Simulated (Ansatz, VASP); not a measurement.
Ti: VASP beside Ansatz

```xyz
4
Lattice="-1.4320 2.4802 0.0000 0.0000 0.0000 4.5350 4.2959 2.4802 0.0000" Properties=species:S:1:pos:R:3 pbc="T T T"
Ti    0.0000    1.6535    1.1338
Ti    2.8639    1.6535    1.1338
Ti    1.4320    0.8267    3.4013
Ti    2.8639    3.3070    3.4013
```

Alike in both runs: task single point; functional LDA; k mesh 14 × 9 × 8; occupations fermi-dirac, width 0.05 eV; no spin polarisation.

```csv
,VASP,Ansatz
version,VASP 6.6.1,Ansatz 0.2.0
potentials or method,"VASP PAW LDA potentials, release 64 (Ti_sv), cutoff 500 eV","all-electron LAPW, scalar-relativistic"
```

Ansatz gave:

- pressure (GPa): 0.0

Which values does VASP return?

Pressure (GPa): -0.3.

LDA's correlation is that of Perdew and Zunger in VASP and of Perdew and Wang (1992) in Ansatz. Ansatz ran all-electron here, and VASP with PAW potentials.
